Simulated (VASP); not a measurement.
Be2ZnTe3: single point with PBE

Be2ZnTe3:

```
CELL_PARAMETERS angstrom
4.10987 0.00000 0.00000
-2.05494 3.55925 0.00000
0.00000 0.00000 20.42359
ATOMIC_POSITIONS crystal
Be 0.66667 0.33333 0.17029
Be 0.66667 0.33333 0.82988
Be 0.33333 0.66667 0.32988
Be 0.33333 0.66667 0.67029
Zn 0.66667 0.33333 0.50199
Zn 0.33333 0.66667 0.00199
Te 0.66667 0.33333 0.29114
Te 0.66667 0.33333 0.63180
Te 0.66667 0.33333 0.94990
Te 0.33333 0.66667 0.13180
Te 0.33333 0.66667 0.44990
Te 0.33333 0.66667 0.79114
```

- Program: VASP 6.6.1
- Task: single point
- Functional: PBE
- Potentials or basis: VASP PAW PBE potentials, release 64 (Be, Zn, Te)
- Cutoff: 520 eV
- k mesh: 12 × 12 × 2
- Occupations: gaussian, width 0.02 eV
- Spin: no spin polarisation

The pressure is 0.1 GPa and the band gap on the k mesh is 1.66 eV (least direct gap 2.09 eV).

Forces in eV/Å, atoms in the order of the input:
```
Be   0.000  0.000 -0.002
Be   0.000  0.000 -0.001
Be   0.000  0.000 -0.001
Be   0.000  0.000 -0.002
Zn   0.000  0.000  0.003
Zn   0.000  0.000  0.003
Te   0.000  0.000 -0.001
Te   0.000  0.000 -0.001
Te   0.000  0.000  0.002
Te   0.000  0.000 -0.001
Te   0.000  0.000  0.002
Te   0.000  0.000 -0.001
```

Levels at points of the mesh, in eV from the valence-band top:
```csv
k point,band 32,band 33,band 34,band 35,band 36,band 37
"(0.00, 0.00, 0.00)",-0.13,0.00,0.00,2.09,2.18,2.27
"(0.50, 0.00, 0.00)",-1.76,-1.33,-1.10,1.66,1.98,2.07
"(0.00, 0.00, 0.50)",-0.06,-0.06,-0.06,2.12,2.12,2.69
"(0.50, 0.00, 0.50)",-2.06,-1.20,-1.20,1.92,1.92,2.12
```

It took 9.1 min on 1 thread of Intel(R) Xeon(R) Platinum 8259CL CPU @ 2.50GHz (Skylake/Cascade Lake), on a shared host, peak memory 0.7 GiB.

Caveat: spin-orbit coupling is left out, which moves the levels of the heavy elements. A k mesh can miss the band edges.
